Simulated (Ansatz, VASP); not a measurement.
InSe in VASP and in Ansatz

```
In Se
1.0
     5.87387    0.00000    0.00000
     0.00000    5.87387    0.00000
     0.00000    0.00000    5.87387
In Se
4 4
Direct
  0.24862 0.24862 0.24862
  0.25138 0.75138 0.74862
  0.74862 0.25138 0.75138
  0.75138 0.74862 0.25138
  0.75226 0.75226 0.75226
  0.74774 0.24774 0.25226
  0.25226 0.74774 0.24774
  0.24774 0.25226 0.74774
```

Alike in both runs: functional r2SCAN; k mesh 4 × 4 × 4; occupations gaussian, width 0.1 eV; no spin polarisation.

Ansatz relaxed the structure, and its values are those at the end. VASP's run is a single point on that final structure, the one shown.

|  | VASP | Ansatz |
| --- | --- | --- |
| version | VASP 6.6.1 | Ansatz 0.2.0 |
| potentials or method | VASP PAW PBE potentials, release 64 (In_d, Se), cutoff 520 eV | scalar-relativistic, plane waves, PAW |
| valence electrons in the cell | 76 | 116 |

|  | VASP | Ansatz | Ansatz less VASP |
| --- | --- | --- | --- |
| gap on the k mesh at the Fermi level (eV) | none | none | - |
| pressure (GPa) | 0.2 | 0.2 | -0.03 |
| rms of the force components (eV/Å) | 0.011 | 0.011 | 0.0000 |

VASP's potentials were made for PBE, not for r2SCAN. A gap of «none» marks a metal or a gap that the smearing closes. VASP's potentials hold 76 valence electrons a cell and Ansatz's 116, so a difference there can come from the potentials and not from the codes.
